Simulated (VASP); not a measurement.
# Al16Au in VASP: single point with PBE+D3(BJ)

Aim: the single point of Al16Au with PBE+D3(BJ).

Everything below comes from runs of VASP 6.6.1. Logs are shortened: lines on timing, memory, paths and dates and some standing lists are left out, and cuts for length are marked.

## Step 1: The cell of the first run

The cell holds a slab with vacuum, 17 atoms: a = 5.632 Å, b = 7.965 Å, c = 21.229 Å, α = 90.00°, β = 90.00°, γ = 90.00°.

## Step 2: Single point, PBE+D3(BJ)

INCAR reads:

```
ALGO = Normal
DIPOL = 0.5 0.5 0.301
EDIFF = 1E-6
ENCUT = 520
GGA = PE
IDIPOL = 3
ISIF = 2
ISMEAR = 0
IVDW = 12
LASPH = True
LCHARG = False
LDIPOL = True
LREAL = Auto
LWAVE = False
NBANDS = 44
NELM = 80
PREC = Accurate
SIGMA = 0.1
```

KPOINTS reads:

```
k-points
0
Gamma
  5 4 1
```

POSCAR reads:

```
Al16Au
1.0
    5.6324246412      0.0000000000      0.0000000000
    0.0000000000      7.9654513166      0.0000000000
    0.0000000000      0.0000000000     21.2293510975
Al Au
16 1
Direct
    0.2500000000      0.2500000000      0.1884183827
    0.2500000000      0.7500000000      0.1884183827
    0.7500000000      0.2500000000      0.1884183827
    0.7500000000      0.7500000000      0.1884183827
    0.0000000000      0.0000000000      0.2547466541
    0.0000000000      0.5000000000      0.2547466541
    0.5000000000      0.0000000000      0.2547466541
    0.5000000000      0.5000000000      0.2547466541
    0.2500000000      0.2500000000      0.3240951258
    0.2500000000      0.7500000000      0.3240951258
    0.7500000000      0.2500000000      0.3240951258
    0.7500000000      0.7500000000      0.3240951258
    0.0000000000      0.0000000000      0.3876402562
    0.0000000000      0.5000000000      0.3876402562
    0.5000000000      0.0000000000      0.3876402562
    0.5000000000      0.5000000000      0.3876402562
    0.0833333333      0.1875000000      0.4912703667
```

Potentials or basis: VASP PAW PBE potentials, release 64 (Al, Au).

Command:

```
cat potpaw_PBE.64/Al/POTCAR potpaw_PBE.64/Au/POTCAR > POTCAR
mpirun -np 1 vasp_std > vasp.out
```

OUTCAR:

```text
EDIFF = 1E-6
   ENCUT = 520
   GGA = PE
   ISIF = 2
   ISMEAR = 0
   IVDW = 12
   LASPH = True
   LREAL = Auto
   NELM = 80
   PREC = Accurate
 IVDW          = 12

 ion  position               nearest neighbor table
   1  0.250  0.250  0.188-   3 2.82   3 2.82   6 2.82   7 2.82   8 2.82   5 2.82   9 2.88
   2  0.250  0.750  0.188-   4 2.82   4 2.82   6 2.82   7 2.82   8 2.82   5 2.82  10 2.88
   3  0.750  0.250  0.188-   1 2.82   1 2.82   6 2.82   7 2.82   8 2.82   5 2.82  11 2.88
   4  0.750  0.750  0.188-   2 2.82   2 2.82   6 2.82   7 2.82   8 2.82   5 2.82  12 2.88
   5  0.000  0.000  0.255-   7 2.82   7 2.82   3 2.82   4 2.82   1 2.82   2 2.82  13 2.82  11 2.85
                            12 2.85   9 2.85  10 2.85
   6  0.000  0.500  0.255-   8 2.82   8 2.82   3 2.82   4 2.82   1 2.82   2 2.82  14 2.82  11 2.85
                            12 2.85   9 2.85  10 2.85
   7  0.500  0.000  0.255-   5 2.82   5 2.82   3 2.82   4 2.82   1 2.82   2 2.82  15 2.82  11 2.85
                            12 2.85   9 2.85  10 2.85
   8  0.500  0.500  0.255-   6 2.82   6 2.82   3 2.82   4 2.82   1 2.82   2 2.82  16 2.82  11 2.85
                            12 2.85   9 2.85  10 2.85
   9  0.250  0.250  0.324-  13 2.79  14 2.79  15 2.79  16 2.79  11 2.82  11 2.82   7 2.85   8 2.85
                             5 2.85   6 2.85   1 2.88
  10  0.250  0.750  0.324-  13 2.79  14 2.79  15 2.79  16 2.79  12 2.82  12 2.82   7 2.85   8 2.85
                             5 2.85   6 2.85   2 2.88
  11  0.750  0.250  0.324-  13 2.79  14 2.79  15 2.79  16 2.79   9 2.82   9 2.82   7 2.85   8 2.85
[... 5 lines left out ...]
  14  0.000  0.500  0.388-   9 2.79  10 2.79  11 2.79  12 2.79  16 2.82  16 2.82   6 2.82  17 3.36

  15  0.500  0.000  0.388-   9 2.79  10 2.79  11 2.79  12 2.79  13 2.82  13 2.82   7 2.82
  16  0.500  0.500  0.388-   9 2.79  10 2.79  11 2.79  12 2.79  14 2.82  14 2.82   8 2.82
  17  0.083  0.188  0.491-  13 2.70  14 3.36

  LATTYP: Found a simple orthorhombic cell.
 ALAT       =     5.6324246412
 B/A-ratio  =     1.4142135624
 C/A-ratio  =     3.7691318482

  Lattice vectors:

 A1 = (   5.6324246412,   0.0000000000,   0.0000000000)
 A2 = (   0.0000000000,   7.9654513166,   0.0000000000)
 A3 = (   0.0000000000,   0.0000000000,  21.2293510975)

Analysis of symmetry for initial positions (statically):
=====================================================================
 Subroutine PRICEL returns:
 Original cell was already a primitive cell.

 Routine SETGRP: Setting up the symmetry group for a
 simple orthorhombic supercell.

 Subroutine GETGRP returns: Found  1 space group operations
 (whereof  1 operations were pure point group operations)
 out of a pool of  8 trial point group operations.

The static configuration has the point symmetry C_1 .

Analysis of symmetry for dynamics (positions and initial velocities):
=====================================================================
 Subroutine PRICEL returns:
 Original cell was already a primitive cell.

 Routine SETGRP: Setting up the symmetry group for a
 simple orthorhombic supercell.

 Subroutine GETGRP returns: Found  1 space group operations
 (whereof  1 operations were pure point group operations)
 out of a pool of  8 trial point group operations.

The dynamic configuration has the point symmetry C_1 .

 Subroutine INISYM returns: Found  1 space group operations
 (whereof  1 operations are pure point group operations),
 and found     1 'primitive' translations

----------------------------------------------------------------------------------------

                                     Primitive cell

  volume of cell :     952.4507

  direct lattice vectors                    reciprocal lattice vectors
     5.632424641  0.000000000  0.000000000     0.177543432  0.000000000  0.000000000
     0.000000000  7.965451317  0.000000000     0.000000000  0.125542165  0.000000000
     0.000000000  0.000000000 21.229351098     0.000000000  0.000000000  0.047104596

  length of vectors
     5.632424641  7.965451317 21.229351098     0.177543432  0.125542165  0.047104596

  position of ions in fractional coordinates (direct lattice)
     0.250000000  0.250000000  0.188418383
     0.250000000  0.750000000  0.188418383
     0.750000000  0.250000000  0.188418383
     0.750000000  0.750000000  0.188418383
     0.000000000  0.000000000  0.254746654
     0.000000000  0.500000000  0.254746654
[... 9 lines left out ...]
     0.500000000  0.500000000  0.387640256
     0.083333333  0.187500000  0.491270367

  ion indices of the primitive-cell ions
   primitive index   ion index
[... 37 lines left out ...]
     0.000000000  0.000000000  0.000000000

 Subroutine IBZKPT returns following result:
 ===========================================

 Found     11 irreducible k-points:

 Following reciprocal coordinates:
            Coordinates               Weight
  0.000000  0.000000  0.000000      1.000000
  0.200000  0.000000  0.000000      2.000000
  0.400000  0.000000  0.000000      2.000000
  0.000000  0.250000  0.000000      2.000000
  0.200000  0.250000  0.000000      2.000000
  0.200000 -0.250000  0.000000      2.000000
  0.400000  0.250000  0.000000      2.000000
  0.400000 -0.250000  0.000000      2.000000
  0.000000  0.500000  0.000000      1.000000
  0.200000  0.500000  0.000000      2.000000
  0.400000  0.500000  0.000000      2.000000
   k-points           NKPTS =     11   k-points in BZ     NKDIM =     11   number of bands    NBANDS=     44
   number of dos      NEDOS =    301   number of ions     NIONS =     17
   total plane-waves  NPLWV = 403200
   dimension x,y,z NGX =    42 NGY =   60 NGZ =  160
   dimension x,y,z NGXF=    84 NGYF=  120 NGZF=  320
   ions per type =              16   1
   NGX,Y,Z   is equivalent  to a cutoff of  12.40, 12.52, 12.53 a.u.
   NGXF,Y,Z  is equivalent  to a cutoff of  24.79, 25.05, 25.06 a.u.
 SYSTEM =  unknown system
   PREC   = accura    normal or accurate (medium, high low for compatibility)
   ISTART =      0    job   : 0-new  1-cont  2-samecut
   ICHARG =      2    charge: 1-file 2-atom 10-const
   ISPIN  =      1    spin polarized calculation?
   LNONCOLLINEAR =      F non collinear calculations
   LSORBIT =      F    spin-orbit coupling
   LASPH  =      T    aspherical Exc in radial PAW
   ENCUT  =  520.0 eV  38.22 Ry    6.18 a.u.  10.47 14.81 39.47*2*pi/ulx,y,z
   NELM   =     80;   NELMIN=  2; NELMDL= -5     # of ELM steps
   EDIFF  = 0.1E-05   stopping-criterion for ELM
   LREAL  =      T    real-space projection
   EDIFFG = 0.1E-04   stopping-criterion for IOM
   NSW    =      0    number of steps for IOM
   IBRION =     -1    ionic relax: 0-MD 1-quasi-New 2-CG
   NFREE  =      0    steps in history (QN), initial steepest desc. (CG)
   ISIF   =      2    stress and relaxation
   ISYM   =      2    0-nonsym 1-usesym 2-fastsym
   POTIM  = 0.5000    time-step for ionic-motion
   TEBEG  =    0.0;   TEEND  =   0.0 temperature during run
   PSTRESS=    0.0 pullay stress
   NELECT =      59.0000    total number of electrons
   NUPDOWN=      -1.0000    fix difference up-down
   EMIN   =  10.00;   EMAX   =-10.00  energy-range for DOS
   EFERMI =   0.00;   METHOD = LEGACY
   ISMEAR =     0;   SIGMA  =   0.10  broadening in eV -4-tet -1-fermi 0-gaus
   EFERMI_NEDOS =   21; number of points for ismear=-14 and -15
   IALGO  =     38    algorithm
   IMIX   =      4    mixing-type and parameters
     AMIX     =   0.40;   BMIX     =  1.00
     AMIX_MAG =   1.60;   BMIX_MAG =  1.00
  volume/ion in A,a.u.               =      56.03       378.09
  Fermi-wavevector in a.u.,A,eV,Ry     =   0.647756  1.224081  5.708836  0.419588
  Thomas-Fermi vector in A             =   1.716167
   LORBIT       =      0    0 simple, 1 ext, 2 COOP (PROOUT), +10 PAW based schemes
   GGA     = PE    functional components
   LHFCALC =     F    Hartree Fock is set to
   AEXX    =    0.0000 exact exchange contribution
   IVDW    =    12    specifies the selected vdW correction
   LEPSILON=     F    determine dielectric tensor
   LRPA    =     F    only Hartree local field effects (RPA)
 non-spin polarized calculation
 Gauss-broadening in eV      SIGMA  =   0.10
  energy-cutoff  :      520.00
  volume of cell :      952.45
 maximum number of plane-waves:     25710
 NGX is ok and might be reduce to    42
   NGX = 21   NGY = 29   NGZ = 79

 dipolmoment           0.000000      0.000000     -0.137502 electrons x Angstroem

 number of electron      59.0000000 magnetization

 dipolmoment           0.000000      0.000000      0.154453 electrons x Angstroem

 Free energy of the ion-electron system (eV)
  ---------------------------------------------------
  ext. energy  EPLUGINS =         0.00000000
  ---------------------------------------------------
  free energy    TOTEN  =       -57.33092634 eV

  energy without entropy =      -57.28715930  energy(sigma->0) =      -57.30904282

 E-fermi :  -0.6745     XC(G=0):  -4.0929

 val. band max:       -0.6823495284   @ k =   0.2000   0.2500   0.0000
 cond. band min:      -0.6616420332   @ k =   0.2000  -0.2500   0.0000
 fundamental gap:      0.0207074952
 Fermi energy:        -0.6745357351

 k-point     1 :       0.0000    0.0000    0.0000
  band No.  band energies     occupation
      1     -11.1146      2.00000
      2      -8.8644      2.00000
      3      -8.8089      2.00000
      4      -8.6905      2.00000
      5      -6.5868      2.00000
      6      -6.5430      2.00000
[... 473 lines left out ...]
     40       1.8593      0.00000
     41       1.9727      0.00000
 [bands above 41 left out]

------------------------ aborting loop because EDIFF is reached ----------------------------------------

 vacuum level on the upper side and lower side of the slab       (xc-potential included)         0.185        -0.412

 Edisp (eV)   -3.66625

 E8    (eV) :    -1.7191

  FORCE on cell =-STRESS in cart. coord.  units (eV):
  Direction    XX          YY          ZZ          XY          YZ          ZX
  --------------------------------------------------------------------------------------
  -------------------------------------------------------------------------------------
  Total     -12.73221    -5.04664    -4.21172     0.00925    -0.46225    -0.32397
  in kB     -21.41765    -8.48928    -7.08479     0.01555    -0.77758    -0.54498
  external pressure =      -12.33 kB  Pullay stress =        0.00 kB

 VOLUME and BASIS-vectors are now :
 -----------------------------------------------------------------------------
  energy-cutoff  :      520.00
  volume of cell :      952.45
      direct lattice vectors                 reciprocal lattice vectors
     5.632424641  0.000000000  0.000000000     0.177543432  0.000000000  0.000000000
     0.000000000  7.965451317  0.000000000     0.000000000  0.125542165  0.000000000
     0.000000000  0.000000000 21.229351098     0.000000000  0.000000000  0.047104596

 POSITION                                       TOTAL-FORCE (eV/Angst)
 -----------------------------------------------------------------------------------
      1.40811      1.99136      4.00000        -0.011943     -0.008644      0.160559
      1.40811      5.97409      4.00000         0.108003     -0.019720      0.128654
      4.22432      1.99136      4.00000         0.018804     -0.003363      0.148042
      4.22432      5.97409      4.00000        -0.105835     -0.026546      0.106294
      0.00000      0.00000      5.40811        -0.064984      0.017959     -0.151218
      0.00000      3.98273      5.40811        -0.035389     -0.001708     -0.114103
[... 9 lines left out ...]
      2.81621      3.98273      8.22935        -0.001843      0.008557      0.008057
      0.46937      1.49352     10.42935        -0.104036     -0.251824     -1.499569
 -----------------------------------------------------------------------------------
    total drift:                               -0.000228     -0.002548     -0.003339

  FREE ENERGIE OF THE ION-ELECTRON SYSTEM (eV)
  ---------------------------------------------------
  free  energy   TOTEN  =       -60.9971787936 eV

  energy  without entropy=      -60.9534117557  energy(sigma->0) =      -60.97529527

 vacuum level on the upper side and lower side of the slab         3.986         3.373
```

It took 23 min on 1 thread of AMD EPYC 7R43 (Zen 3), shared host; peak memory 0.86 GiB.

What came out:

| Item | Value |
| --- | --- |
| Free energy | -60.9972 eV |
| Largest force | 1.524 eV/Å |
| Band gap on the k mesh | zero (an odd number of electrons rules out a gap without spin polarisation) |
| Dispersion energy per atom | -0.216 eV |

Forces on the atoms (eV/Å):
```
Al  -0.012 -0.009  0.161
Al   0.108 -0.020  0.129
Al   0.019 -0.003  0.148
Al  -0.106 -0.027  0.106
Al  -0.065  0.018 -0.151
Al  -0.035 -0.002 -0.114
Al   0.078 -0.075 -0.084
Al   0.034  0.071 -0.079
Al   0.056  0.009 -0.130
Al   0.073  0.068  0.071
Al  -0.046 -0.028 -0.104
Al  -0.063  0.047 -0.048
Al   0.028  0.557  1.047
Al   0.034 -0.368  0.456
Al   0.005  0.004  0.085
Al  -0.002  0.009  0.008
Au  -0.104 -0.252 -1.500
```

Levels at points of the mesh, in eV from the Fermi level:
```csv
k point,band 26,band 27,band 28,band 29,band 30,band 31,band 32,band 33,band 34,band 35
"(0.00, 0.00, 0.00)",-1.60,-0.73,-0.66,-0.61,-0.35,-0.11,0.19,0.26,1.14,1.27
"(0.00, 0.50, 0.00)",-0.87,-0.86,-0.82,-0.81,-0.33,0.29,0.32,0.36,0.57,1.19
```

Caveat: spin-orbit coupling is left out, which moves the levels of the heavy elements.

The gap in the log of VASP goes by the Fermi energy; the results here count the filled bands.